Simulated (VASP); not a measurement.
A run of VASP 6.6.1 is set up as follows.

The input INCAR:

```
PREC     = Accurate       # precision mode
ENCUT    = 520            # plane-wave cutoff, eV
EDIFF    = 1E-6           # SCF threshold, eV
ISMEAR   = 0              # smearing method
SIGMA    = 0.15           # smearing width, eV
LREAL    = F              # projectors in reciprocal space
LASPH    = T              # aspherical terms in the spheres
NELM     = 80             # most SCF steps
ALGO     = Fast           # electronic algorithm
ISIF     = 2              # what is computed and relaxed
LWAVE    = F              # write WAVECAR
LCHARG   = F              # write CHGCAR
GGA      = CA             # functional
NBANDS   = 14             # bands
```

File KPOINTS:

```
regular mesh
0
Gamma
  20 20 20
```

File POSCAR:

```
Rh
1.0
   -0.0938517631      1.9271521032      1.8770352617
    1.9271521032     -0.0938517631      1.8770352617
    1.8333003401      1.8333003401      0.0000000000
Rh
1
Direct
    0.0000000000      0.0000000000      0.0000000000
```

Potentials or basis: VASP PAW LDA potentials, release 64 (Rh_pv).

Command:

```sh
$ cat potpaw_LDA.64/Rh_pv/POTCAR > POTCAR
$ mpirun -np 1 vasp_std > vasp.out
```

(1) Estimate the pressure.

(2) Estimate the band gap on the k mesh.

Results:

(1) -10.9 GPa.

(2) zero (an odd number of electrons rules out a gap without spin polarisation).

Caveat: the cell stands under tension.
